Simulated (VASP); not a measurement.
# ZnAu in VASP: notebook

The runs below take ZnAu through single point, with PBEsol+D3(BJ), PBE+D3(BJ).

Everything below comes from runs of VASP 6.6.1. Logs are shortened: lines on timing, memory, paths and dates and some standing lists are left out, and cuts for length are marked.

### 1 The cell of the first run

The typed cell holds 2 atoms: a = 3.128 Å, b = 3.159 Å, c = 3.180 Å, α = 90.35°, β = 89.54°, γ = 88.65°.

### 2 Single point, PBEsol+D3(BJ)

File INCAR:

```
SYSTEM = ZnAu
PREC     = Accurate       ! precision mode
ENCUT    = 540            ! plane-wave cutoff, eV
EDIFF    = 1E-6           ! SCF threshold, eV
ISMEAR   = 0              ! smearing method
SIGMA    = 0.1            ! smearing width, eV
LREAL    = .False.        ! projectors in reciprocal space
LASPH    = .True.         ! aspherical terms in the spheres
NELM     = 120            ! most SCF steps
ALGO     = Normal         ! electronic algorithm
ISIF     = 2              ! what is computed and relaxed
LWAVE    = .False.        ! write WAVECAR
LCHARG   = .False.        ! write CHGCAR
GGA      = PS             ! functional
IVDW     = 12             ! dispersion correction
NBANDS   = 22             ! bands
GGA_COMPAT= .False.
```

File KPOINTS:

```
Automatic mesh
0
Gamma
  1 1 1
  0 0 0
```

File POSCAR:

```
ZnAu
1.0
    3.1274232974      0.0370884499      0.0126713035
    0.0370884499      3.1582890939     -0.0097180545
    0.0126713035     -0.0097180545      3.1798517036
Zn Au
1 1
Direct
    0.5000000000      0.5000000000      0.5000000000
    0.0000000000      0.0000000000      0.0000000000
```

Potentials or basis: VASP PAW PBE potentials, release 64 (Zn, Au_sv_GW).

Run with:

```
> cat potpaw_PBE.64/Zn/POTCAR potpaw_PBE.64/Au_sv_GW/POTCAR > POTCAR
> mpirun -np 1 vasp_gam > vasp.out
```

OUTCAR:

```text
SYSTEM = ZnAu
   PREC = Accurate
   ENCUT = 540
   EDIFF = 1E-6
   ISMEAR = 0
   LREAL = .False.
   LASPH = .True.
   NELM = 120
   ISIF = 2
   GGA = PS
   IVDW = 12
 IVDW          = 12

 ion  position               nearest neighbor table
   1  0.500  0.500  0.500-   2 2.70   2 2.70   2 2.72   2 2.72   2 2.75   2 2.75   2 2.76   2 2.76

   2  0.000  0.000  0.000-   1 2.70   1 2.70   1 2.72   1 2.72   1 2.75   1 2.75   1 2.76   1 2.76

  LATTYP: Found a triclinic cell.
 ALAT       =     4.4683020239
 B/A-ratio  =     0.7116555199
 C/A-ratio  =     1.0064616833
 COS(alpha) =     0.0012892201
 COS(beta)  =     0.5089741484
 COS(gamma) =     0.7073536228

  Lattice vectors:

 A1 = (   0.0497597534,   3.1485710394,   3.1701336491)
 A2 = (   0.0126713035,  -0.0097180545,   3.1798517036)
 A3 = (   3.1645117473,   3.1953775438,   0.0029532490)

Analysis of symmetry for initial positions (statically):
=====================================================================
 Subroutine PRICEL returns:
 Original cell was already a primitive cell.

 Routine SETGRP: Setting up the symmetry group for a
 triclinic supercell.

 Subroutine GETGRP returns: Found  2 space group operations
 (whereof  2 operations were pure point group operations)
 out of a pool of  2 trial point group operations.

The static configuration has the point symmetry S_2 .

Analysis of symmetry for dynamics (positions and initial velocities):
=====================================================================
 Subroutine PRICEL returns:
 Original cell was already a primitive cell.

 Routine SETGRP: Setting up the symmetry group for a
 triclinic supercell.

 Subroutine GETGRP returns: Found  2 space group operations
 (whereof  2 operations were pure point group operations)
 out of a pool of  2 trial point group operations.

The dynamic configuration has the point symmetry S_2 .

 Subroutine INISYM returns: Found  2 space group operations
 (whereof  2 operations are pure point group operations),
 and found     1 'primitive' translations

----------------------------------------------------------------------------------------

                                     Primitive cell

  volume of cell :      31.4032

  direct lattice vectors                    reciprocal lattice vectors
[... 51 lines left out ...]
   NGX,Y,Z   is equivalent  to a cutoff of  12.76, 12.63, 12.55 a.u.
   NGXF,Y,Z  is equivalent  to a cutoff of  25.51, 25.26, 25.09 a.u.
 SYSTEM =  ZnAu
   PREC   = accura    normal or accurate (medium, high low for compatibility)
   ISTART =      0    job   : 0-new  1-cont  2-samecut
   ICHARG =      2    charge: 1-file 2-atom 10-const
   ISPIN  =      1    spin polarized calculation?
   LNONCOLLINEAR =      F non collinear calculations
   LSORBIT =      F    spin-orbit coupling
   LASPH  =      T    aspherical Exc in radial PAW
   ENCUT  =  540.0 eV  39.69 Ry    6.30 a.u.   5.93  5.98  6.03*2*pi/ulx,y,z
   NELM   =    120;   NELMIN=  2; NELMDL= -5     # of ELM steps
   EDIFF  = 0.1E-05   stopping-criterion for ELM
   LREAL  =      F    real-space projection
[... 7 lines left out ...]
   TEBEG  =    0.0;   TEEND  =   0.0 temperature during run
   PSTRESS=    0.0 pullay stress
   NELECT =      31.0000    total number of electrons
   NUPDOWN=      -1.0000    fix difference up-down
   EMIN   =  10.00;   EMAX   =-10.00  energy-range for DOS
   EFERMI =   0.00;   METHOD = LEGACY
   ISMEAR =     0;   SIGMA  =   0.10  broadening in eV -4-tet -1-fermi 0-gaus
   EFERMI_NEDOS =   21; number of points for ismear=-14 and -15
   IALGO  =     38    algorithm
   IMIX   =      4    mixing-type and parameters
     AMIX     =   0.40;   BMIX     =  1.00
     AMIX_MAG =   1.60;   BMIX_MAG =  1.00
  volume/ion in A,a.u.               =      15.70       105.96
  Fermi-wavevector in a.u.,A,eV,Ry     =   1.630062  3.080371 36.152075  2.657103
  Thomas-Fermi vector in A             =   2.722425
   LORBIT       =      0    0 simple, 1 ext, 2 COOP (PROOUT), +10 PAW based schemes
   GGA     = PS    functional components
   LHFCALC =     F    Hartree Fock is set to
   AEXX    =    0.0000 exact exchange contribution
   IVDW    =    12    specifies the selected vdW correction
   LEPSILON=     F    determine dielectric tensor
   LRPA    =     F    only Hartree local field effects (RPA)
 non-spin polarized calculation
 Gauss-broadening in eV      SIGMA  =   0.10
  energy-cutoff  :      540.00
  volume of cell :       31.40
 maximum number of plane-waves:       450
 NGX is ok and might be reduce to    24
   NGX = 11   NGY = 11   NGZ = 13

 number of electron      31.0000014 magnetization

 Free energy of the ion-electron system (eV)
  ---------------------------------------------------
  ext. energy  EPLUGINS =         0.00000000
  ---------------------------------------------------
  free energy    TOTEN  =        -5.31900870 eV

  energy without entropy =       -5.26156562  energy(sigma->0) =       -5.29028716

 E-fermi :  11.1889     XC(G=0): -12.7177

 val. band max:        3.8431155517   @ k =   0.0000   0.0000   0.0000
 cond. band min:      11.1892680729   @ k =   0.0000   0.0000   0.0000
 fundamental gap:      7.3461525212
 Fermi energy:        11.1888571830

 k-point     1 :       0.0000    0.0000    0.0000
  band No.  band energies     occupation
      1     -98.4191      2.00000
      2     -49.7890      2.00000
      3     -49.7528      2.00000
      4     -49.7348      2.00000
      5      -4.0829      2.00000
      6      -1.6690      2.00000
[... 14 lines left out ...]
     21      18.7499      0.00000
     22      24.5029      0.00000

------------------------ aborting loop because EDIFF is reached ----------------------------------------

 Edisp (eV)   -1.00401

 E8    (eV) :    -0.6662

  FORCE on cell =-STRESS in cart. coord.  units (eV):
  Direction    XX          YY          ZZ          XY          YZ          ZX
  --------------------------------------------------------------------------------------
  -------------------------------------------------------------------------------------
  Total      -9.61245    -9.59633    18.82345    -0.14357     0.00345    -0.04627
  in kB    -490.42313  -489.60081   960.36474    -7.32468     0.17587    -2.36073
  external pressure =       -6.55 kB  Pullay stress =        0.00 kB

 VOLUME and BASIS-vectors are now :
 -----------------------------------------------------------------------------
  energy-cutoff  :      540.00
  volume of cell :       31.40
      direct lattice vectors                 reciprocal lattice vectors
     3.127423297  0.037088450  0.012671303     0.319801840 -0.003759457 -0.001285859
     0.037088450  3.158289094 -0.009718055    -0.003759457  0.316674298  0.000982780
     0.012671303 -0.009718055  3.179851704    -0.001285859  0.000982780  0.314488202

 POSITION                                       TOTAL-FORCE (eV/Angst)
 -----------------------------------------------------------------------------------
      1.58859      1.59283      1.59140         0.000000      0.000000      0.000000
      0.00000      0.00000      0.00000        -0.000000     -0.000000      0.000000
 -----------------------------------------------------------------------------------
    total drift:                                0.000000      0.000000     -0.000000

  FREE ENERGIE OF THE ION-ELECTRON SYSTEM (eV)
  ---------------------------------------------------
  free  energy   TOTEN  =        -6.3230152634 eV

  energy  without entropy=       -6.2655721853  energy(sigma->0) =       -6.29429372
```

OSZICAR:

```text
N       E                     dE             d eps       ncg     rms          rms(c)
DAV:   1     0.313497022399E+03    0.31350E+03   -0.19489E+04    68   0.251E+03
DAV:   2     0.277470093028E+02   -0.28575E+03   -0.25484E+03    56   0.649E+02
DAV:   3    -0.346574517744E+01   -0.31213E+02   -0.30848E+02    64   0.223E+02
DAV:   4    -0.590103742117E+01   -0.24353E+01   -0.24350E+01    60   0.500E+01
DAV:   5    -0.593792214060E+01   -0.36885E-01   -0.36884E-01    56   0.456E+00    0.104E+01
DAV:   6    -0.537016975227E+01    0.56775E+00   -0.12083E+00    80   0.237E+01    0.700E+00
DAV:   7    -0.532538120077E+01    0.44789E-01   -0.13841E-01    72   0.472E+00    0.380E+00
DAV:   8    -0.531935393039E+01    0.60273E-02   -0.11253E-02    80   0.238E+00    0.413E-01
DAV:   9    -0.531901125776E+01    0.34267E-03   -0.55907E-04    80   0.374E-01    0.196E-01
DAV:  10    -0.531900004197E+01    0.11216E-04   -0.47514E-05    76   0.130E-01    0.762E-02
DAV:  11    -0.531900800488E+01   -0.79629E-05   -0.17216E-05    72   0.114E-01    0.135E-02
DAV:  12    -0.531900870020E+01   -0.69532E-06   -0.57687E-06    44   0.331E-02
   1 F= -.63230153E+01 E0= -.62942937E+01  d E =-.574431E-01
```

Run time: 6.7 s. Hardware: 1 thread of AMD EPYC 7R43 (Zen 3), shared host; peak memory 0.11 GiB.

What came out:

```
Free energy                : -6.3230 eV
Pressure                   : -0.7 GPa
Band gap on the k mesh     : zero (an odd number of electrons rules out a gap without spin polarisation)
Dispersion energy per atom : -0.502 eV
```

Caveat: the k points lie up to 2.01 Å⁻¹ apart, too coarse for converged energies and pressures of a metal; the PAW data sets were made with another functional, which shifts forces and pressure a little; spin-orbit coupling is left out, which moves the levels of the heavy elements.

### 3 Single point, PBE+D3(BJ)

This run uses another cell than the first one, of 15.63 Å³/atom.

File INCAR:

```
SYSTEM = ZnAu
PREC = Accurate
ENCUT = 540
EDIFF = 1E-6
ISMEAR = 0
SIGMA = 0.1
LREAL = .FALSE.
LASPH = .TRUE.
NELM = 120
ALGO = Normal
ISIF = 2
LWAVE = .FALSE.
LCHARG = .FALSE.
GGA = PE
IVDW = 12
NBANDS = 22
GGA_COMPAT = .FALSE.
```

File KPOINTS:

```
Automatic mesh
0
G
  2 2 2
  0 0 0
```

File POSCAR:

```
ZnAu
1.0
    3.1500525100      0.0000000000      0.0000000000
    0.0000000000      3.1500525100      0.0000000000
    0.0000000000      0.0000000000      3.1500525100
Zn Au
1 1
Direct
    0.5000000000      0.5000000000      0.5000000000
    0.0000000000      0.0000000000      0.0000000000
```

Potentials or basis: VASP PAW PBE potentials, release 64 (Zn, Au_sv_GW).

Run with:

```
> cat potpaw_PBE.64/Zn/POTCAR potpaw_PBE.64/Au_sv_GW/POTCAR > POTCAR
> mpirun -np 1 vasp_std > vasp.out
```

It took 4.8 s on 1 thread of AMD EPYC 7R13 (Zen 3), shared host; peak memory 0.12 GiB.

Results (log left out):

| Property | Result |
| --- | --- |
| Free energy | -4.6207 eV |
| Pressure | -2.1 GPa |
| Band gap on the k mesh | zero (an odd number of electrons rules out a gap without spin polarisation) |
| Dispersion energy per atom | -0.545 eV |

Levels at points of the mesh, in eV from the Fermi level:
```tsv
k point	band 11	band 12	band 13	band 14	band 15	band 16	band 17	band 18	band 19	band 20
(0.00, 0.00, 0.00)	-3.55	-3.55	-1.85	-1.85	-1.85	6.90	6.90	6.90	10.73	14.00
(0.50, 0.00, 0.00)	-3.89	-3.56	-3.02	-3.02	-2.00	-0.48	12.30	13.03	13.03	13.10
(0.50, 0.50, 0.00)	-3.18	-2.21	-2.21	-1.26	-0.07	-0.07	2.72	4.39	12.30	14.58
(0.50, 0.50, 0.50)	-4.52	-4.52	-1.21	-1.21	3.31	5.48	5.64	5.64	5.64	7.79
```

Caveat: the k points lie up to 1.00 Å⁻¹ apart, too coarse for converged energies and pressures of a metal; three body term missing; spin-orbit coupling is left out, which moves the levels of the heavy elements.

The gap in the log of VASP goes by the Fermi energy; the results here count the filled bands.